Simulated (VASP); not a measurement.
# K (Im-3m) in VASP: notebook

Runs on K. Level: HSE06. Tasks: single point.

Everything below comes from runs of VASP 6.6.1. Logs are shortened: lines on timing, memory, paths and dates and some standing lists are left out, and cuts for length are marked.

### Step 1. The cell of the first run

Symmetry: Im-3m, No. 229, cubic system. Conventional cell: a = 5.298 Å, b = 5.298 Å, c = 5.298 Å, α = 90.00°, β = 90.00°, γ = 90.00°.

### Step 2. Single point, HSE06

File POSCAR:

```
K
1.0
   -2.6487708286      2.6487708286      2.6487708286
    2.6487708286     -2.6487708286      2.6487708286
    2.6487708286      2.6487708286     -2.6487708286
K
1
Direct
    0.0000000000      0.0000000000      0.0000000000
```

File INCAR.step1:

```
PREC     = Accurate       # precision mode
ENCUT    = 520            # plane-wave cutoff, eV
EDIFF    = 1E-5           # SCF threshold, eV
ISMEAR   = -1             # smearing method
SIGMA    = 0.1            # smearing width, eV
LREAL    = F              # projectors in reciprocal space
LASPH    = T              # aspherical terms in the spheres
NELM     = 60             # most SCF steps
ALGO     = Normal         # electronic algorithm
ISIF     = 2              # what is computed and relaxed
LWAVE    = T              # write WAVECAR
LCHARG   = F              # write CHGCAR
GGA      = PE             # functional
NBANDS   = 10             # bands
```

File INCAR.step2:

```
PREC     = Accurate       # precision mode
ENCUT    = 520            # plane-wave cutoff, eV
EDIFF    = 1E-6           # SCF threshold, eV
ISMEAR   = -1             # smearing method
SIGMA    = 0.1            # smearing width, eV
LREAL    = F              # projectors in reciprocal space
LASPH    = T              # aspherical terms in the spheres
NELM     = 60             # most SCF steps
ALGO     = Normal         # electronic algorithm
ISIF     = 2              # what is computed and relaxed
LWAVE    = F              # write WAVECAR
LCHARG   = F              # write CHGCAR
GGA      = PE             # functional
LHFCALC  = T              # exact exchange
HFSCREEN = 0.2079         # screening, 1/A
PRECFOCK = Normal       
ISTART   = 1            
NBANDS   = 10             # bands
```

File KPOINTS:

```
Automatic mesh
0
Gamma
  6 6 6
```

Potentials or basis: VASP PAW PBE potentials, release 64 (K_sv).

Command:

```
$ cat potpaw_PBE.64/K_sv/POTCAR > POTCAR
$ cp INCAR.step1 INCAR
$ mpirun -np 1 vasp_std > vasp.out
$ cp INCAR.step2 INCAR
$ mpirun -np 1 vasp_std > vasp.out
```

OUTCAR:

```text
PREC = Accurate
   ENCUT = 520
   EDIFF = 1E-6
   ISMEAR = -1
   LREAL = F
   LASPH = T
   NELM = 60
   ISIF = 2
   GGA = PE
   LHFCALC = T
   HFSCREEN = 0.2079
   PRECFOCK = Normal
   ISTART = 1

 ion  position               nearest neighbor table
   1  0.000  0.000  0.000-

  LATTYP: Found a body centered cubic cell.
 ALAT       =     5.2975416572

  Lattice vectors:

 A1 = (  -2.6487708286,   2.6487708286,   2.6487708286)
 A2 = (   2.6487708286,  -2.6487708286,   2.6487708286)
 A3 = (   2.6487708286,   2.6487708286,  -2.6487708286)

Analysis of symmetry for initial positions (statically):
=====================================================================
 Subroutine PRICEL returns:
 Original cell was already a primitive cell.

 Routine SETGRP: Setting up the symmetry group for a
 body centered cubic supercell.

 Subroutine GETGRP returns: Found 48 space group operations
 (whereof 48 operations were pure point group operations)
 out of a pool of 48 trial point group operations.

The static configuration has the point symmetry O_h .

Analysis of symmetry for dynamics (positions and initial velocities):
=====================================================================
 Subroutine PRICEL returns:
 Original cell was already a primitive cell.

 Routine SETGRP: Setting up the symmetry group for a
 body centered cubic supercell.

 Subroutine GETGRP returns: Found 48 space group operations
 (whereof 48 operations were pure point group operations)
 out of a pool of 48 trial point group operations.

The dynamic configuration has the point symmetry O_h .

 Subroutine INISYM returns: Found 48 space group operations
 (whereof 48 operations are pure point group operations),
 and found     1 'primitive' translations

----------------------------------------------------------------------------------------

                                     Primitive cell

  volume of cell :      74.3350

  direct lattice vectors                    reciprocal lattice vectors
    -2.648770829  2.648770829  2.648770829     0.000000000  0.188766803  0.188766803
     2.648770829 -2.648770829  2.648770829     0.188766803  0.000000000  0.188766803
     2.648770829  2.648770829 -2.648770829     0.188766803  0.188766803  0.000000000

  length of vectors
     4.587805653  4.587805653  4.587805653     0.266956572  0.266956572  0.266956572

  position of ions in fractional coordinates (direct lattice)
     0.000000000  0.000000000  0.000000000

  ion indices of the primitive-cell ions
   primitive index   ion index
                 1           1

----------------------------------------------------------------------------------------

 KPOINTS: Automatic mesh

Automatic generation of k-mesh.
 Grid dimensions read from file:
 generate k-points for:    6    6    6

 Generating k-lattice:

  Cartesian coordinates                     Fractional coordinates (reciprocal lattice)
     0.000000000  0.031461134  0.031461134     0.166666667  0.000000000  0.000000000
     0.031461134  0.000000000  0.031461134     0.000000000  0.166666667  0.000000000
     0.031461134  0.031461134  0.000000000     0.000000000  0.000000000  0.166666667

  Length of vectors
     0.044492762  0.044492762  0.044492762

  Shift w.r.t. Gamma in fractional coordinates (k-lattice)
     0.000000000  0.000000000  0.000000000

 Subroutine IBZKPT returns following result:
 ===========================================

 Found     16 irreducible k-points:

 Following reciprocal coordinates:
            Coordinates               Weight
  0.000000  0.000000  0.000000      1.000000
  0.166667  0.000000  0.000000     12.000000
  0.333333  0.000000  0.000000     12.000000
  0.500000  0.000000  0.000000      6.000000
  0.166667  0.166667  0.000000     24.000000
  0.333333  0.166667 -0.000000     48.000000
[... 8 lines left out ...]
  0.500000  0.500000  0.333333     12.000000
  0.500000  0.500000  0.500000      1.000000
   k-points           NKPTS =     16   k-points in BZ     NKDIM =    216   number of bands    NBANDS=     10
   number of dos      NEDOS =    301   number of ions     NIONS =      1
   total plane-waves  NPLWV =  46656
   dimension x,y,z NGX =    36 NGY =   36 NGZ =   36
   dimension x,y,z NGXF=    72 NGYF=   72 NGZF=   72
   ions per type =               1
   NGX,Y,Z   is equivalent  to a cutoff of  13.05, 13.05, 13.05 a.u.
   NGXF,Y,Z  is equivalent  to a cutoff of  26.09, 26.09, 26.09 a.u.
 SYSTEM =  unknown system
   PREC   = accura    normal or accurate (medium, high low for compatibility)
   ISTART =      1    job   : 0-new  1-cont  2-samecut
   ICHARG =      0    charge: 1-file 2-atom 10-const
   ISPIN  =      1    spin polarized calculation?
   LNONCOLLINEAR =      F non collinear calculations
   LSORBIT =      F    spin-orbit coupling
   LASPH  =      T    aspherical Exc in radial PAW
   ENCUT  =  520.0 eV  38.22 Ry    6.18 a.u.   8.53  8.53  8.53*2*pi/ulx,y,z
   NELM   =     60;   NELMIN=  2; NELMDL=  0     # of ELM steps
   EDIFF  = 0.1E-05   stopping-criterion for ELM
   LREAL  =      F    real-space projection
   EDIFFG = 0.1E-04   stopping-criterion for IOM
   NSW    =      0    number of steps for IOM
   IBRION =     -1    ionic relax: 0-MD 1-quasi-New 2-CG
   NFREE  =      0    steps in history (QN), initial steepest desc. (CG)
   ISIF   =      2    stress and relaxation
   ISYM   =      3    0-nonsym 1-usesym 2-fastsym
   POTIM  = 0.5000    time-step for ionic-motion
   TEBEG  =    0.0;   TEEND  =   0.0 temperature during run
   PSTRESS=    0.0 pullay stress
   NELECT =       9.0000    total number of electrons
   NUPDOWN=      -1.0000    fix difference up-down
   EMIN   =  10.00;   EMAX   =-10.00  energy-range for DOS
   EFERMI =   0.00;   METHOD = LEGACY
   ISMEAR =    -1;   SIGMA  =   0.10  broadening in eV -4-tet -1-fermi 0-gaus
   EFERMI_NEDOS =   21; number of points for ismear=-14 and -15
   IALGO  =     38    algorithm
   IMIX   =      1    mixing-type and parameters
     AMIX     =   0.40;   BMIX     =  1.00
     AMIX_MAG =   1.60;   BMIX_MAG =  1.00
  volume/ion in A,a.u.               =      74.33       501.64
  Fermi-wavevector in a.u.,A,eV,Ry     =   0.809887  1.530465  8.924300  0.655918
  Thomas-Fermi vector in A             =   1.918961
   LORBIT       =      0    0 simple, 1 ext, 2 COOP (PROOUT), +10 PAW based schemes
   GGA     = PE    functional components
   LHFCALC =     T    Hartree Fock is set to
   PRECFOCK=normal    Normal, Fast or Accurate (Low or Medium for compatibility)
   ENCUT4O =  -1.0   cutoff for four orbital integrals eV
   NKREDX  =     1    reduce k-point grid by
   NKREDY  =     1    reduce k-point grid by
   NKREDZ  =     1    reduce k-point grid by
   AEXX    =    0.2500 exact exchange contribution
   HFSCREEN=    0.2079 screening length (either q_TF or 0.3 A-1)
   HFSCREENC=   0.2079 screening length for correlation (either q_TF or 0.3 A-1)
   ENCUTFOCK=  -1.0 apply spherical cutoff to Coloumb kernel
   IVDW    =     0    specifies the selected vdW correction
   LEPSILON=     F    determine dielectric tensor
   LRPA    =     F    only Hartree local field effects (RPA)
 non-spin polarized calculation
  energy-cutoff  :      520.00
  volume of cell :       74.33
 maximum number of plane-waves:      2022
 NGX is ok and might be reduce to    36
  NGX = 28; NGY = 28; NGZ = 28

 number of electron       9.0000002 magnetization

 Free energy of the ion-electron system (eV)
  ---------------------------------------------------
  ext. energy  EPLUGINS =         0.00000000
  ---------------------------------------------------
  free energy    TOTEN  =        -1.11362101 eV

  energy without entropy =       -1.07998398  energy(sigma->0) =       -1.09680249

 E-fermi :  -0.0914     XC(G=0):  -4.8425

 val. band max:       -0.3883457031   @ k =   0.1667   0.1667   0.1667
 cond. band min:      -0.0673017817   @ k =   0.3333   0.1667  -0.0000
 fundamental gap:      0.3210439214
 Fermi energy:        -0.0913777915

 k-point     1 :       0.0000    0.0000    0.0000
  band No.  band energies     occupation
      1     -35.2904      2.00000
      2     -17.3761      2.00000
      3     -17.3761      2.00000
      4     -17.3761      2.00000
      5      -2.6169      2.00000
      6       4.7977      0.00000
      7       4.7977      0.00000
      8       4.7977      0.00000
      9       5.7533      0.00000
     10       5.7533      0.00000

 k-point     2 :       0.1667    0.0000    0.0000
  band No.  band energies     occupation
      1     -35.2894      2.00000
      2     -17.3930      2.00000
      3     -17.3815      2.00000
      4     -17.3760      2.00000
      5      -2.2124      2.00000
      6       4.0215      0.00000
      7       4.3564      0.00000
      8       5.0673      0.00000
      9       5.4813      0.00000
     10       5.6434      0.00000

 k-point     3 :       0.3333    0.0000    0.0000
  band No.  band energies     occupation
      1     -35.2875      2.00000
      2     -17.4259      2.00000
      3     -17.3924      2.00000
      4     -17.3759      2.00000
      5      -1.0818      1.99990
      6       2.3212      0.00000
      7       3.7591      0.00000
      8       5.5570      0.00000
      9       5.7042      0.00000
     10       5.8332      0.00000

 k-point     4 :       0.5000    0.0000    0.0000
  band No.  band energies     occupation
      1     -35.2865      2.00000
      2     -17.4419      2.00000
      3     -17.3978      2.00000
      4     -17.3758      2.00000
      5       0.4620      0.00787
      6       0.6152      0.00171
      7       3.5292      0.00000
      8       5.3433      0.00000
      9       6.1198      0.00000
     10       6.4079      0.00000

 k-point     5 :       0.1667    0.1667    0.0000
  band No.  band energies     occupation
      1     -35.2879      2.00000
      2     -17.4154      2.00000
      3     -17.3882      2.00000
      4     -17.3797      2.00000
      5      -1.4438      2.00000
      6       3.0910      0.00000
      7       3.5363      0.00000
      8       5.3384      0.00000
      9       5.3611      0.00000
     10       6.1413      0.00000

 k-point     6 :       0.3333    0.1667   -0.0000
  band No.  band energies     occupation
      1     -35.2865      2.00000
      2     -17.4335      2.00000
      3     -17.4010      2.00000
      4     -17.3809      2.00000
      5      -0.0673      0.88020
      6       1.5992      0.00000
      7       2.9818      0.00000
      8       5.0341      0.00000
      9       5.7959      0.00000
     10       6.3686      0.00000
[... 79 lines left out ...]
 k-point    13 :      -0.3333    0.5000    0.1667
  band No.  band energies     occupation
      1     -35.2853      2.00000
      2     -17.4288      2.00000
      3     -17.4140      2.00000
      4     -17.3927      2.00000
      5       0.5330      0.00388
      6       1.8310      0.00000
      7       2.5869      0.00000
      8       4.6016      0.00000
      9       5.1452      0.00000
     10       6.2570      0.00000

 k-point    14 :      -0.3333    0.3333    0.3333
  band No.  band energies     occupation
      1     -35.2850      2.00000
      2     -17.4192      2.00000
      3     -17.4105      2.00000
      4     -17.4105      2.00000
      5       0.2313      0.07636
      6       2.4408      0.00000
      7       3.6512      0.00000
      8       3.6512      0.00000
      9       4.3594      0.00000
     10       6.3396      0.00000

 k-point    15 :       0.5000    0.5000    0.3333
  band No.  band energies     occupation
      1     -35.2842      2.00000
      2     -17.4275      2.00000
      3     -17.4165      2.00000
      4     -17.4112      2.00000
      5       1.3724      0.00000
      6       1.6383      0.00000
      7       3.2293      0.00000
      8       3.5948      0.00000
      9       4.4510      0.00000
     10       6.6375      0.00000

 k-point    16 :       0.5000    0.5000    0.5000
  band No.  band energies     occupation
      1     -35.2834      2.00000
      2     -17.4228      2.00000
      3     -17.4228      2.00000
      4     -17.4228      2.00000
      5       1.8685      0.00000
      6       1.8685      0.00000
      7       3.6068      0.00000
      8       3.6068      0.00000
      9       3.6068      0.00000
     10       5.7920      0.00000

------------------------ aborting loop because EDIFF is reached ----------------------------------------

  FORCE on cell =-STRESS in cart. coord.  units (eV):
  Direction    XX          YY          ZZ          XY          YZ          ZX
  --------------------------------------------------------------------------------------
  -------------------------------------------------------------------------------------
  Total        0.0382481      0.0382481      0.0382481      0.0000000     -0.0000000     -0.0000000
  in kB        0.8243796      0.8243796      0.8243796      0.0000000     -0.0000000     -0.0000000
  external PRESSURE =       0.8243796 kB  Pullay stress =       0.0000000 kB

 VOLUME and BASIS-vectors are now :
 -----------------------------------------------------------------------------
  energy-cutoff  :      520.00
  volume of cell :       74.33
      direct lattice vectors                 reciprocal lattice vectors
    -2.648770829  2.648770829  2.648770829     0.000000000  0.188766803  0.188766803
     2.648770829 -2.648770829  2.648770829     0.188766803  0.000000000  0.188766803
     2.648770829  2.648770829 -2.648770829     0.188766803  0.188766803  0.000000000

 POSITION                                       TOTAL-FORCE (eV/Angst)
 -----------------------------------------------------------------------------------
      0.00000      0.00000      0.00000        -0.000000      0.000000     -0.000000
 -----------------------------------------------------------------------------------
    total drift:                                0.000000     -0.000000      0.000000

  FREE ENERGIE OF THE ION-ELECTRON SYSTEM (eV)
  ---------------------------------------------------
  free  energy   TOTEN  =        -1.1136210081 eV

  energy  without entropy=       -1.0799839763  energy(sigma->0) =       -1.09680249
```

Wall time 12 min (1 thread of Intel Xeon Platinum 8375C at 2.90GHz (Ice Lake), shared host); peak memory 0.32 GiB.

What came out:

```yaml
Free_energy: -1.1136 eV
Pressure: 0.1 GPa
Band_gap_on_the_k_mesh: zero (an odd number of electrons rules out a gap without spin polarisation)
```

Caveat: the PAW data sets were made with another functional, which shifts forces and pressure a little.

(Continued in part 2 of 2.)

The gap in the log of VASP goes by the Fermi energy; the results here count the filled bands.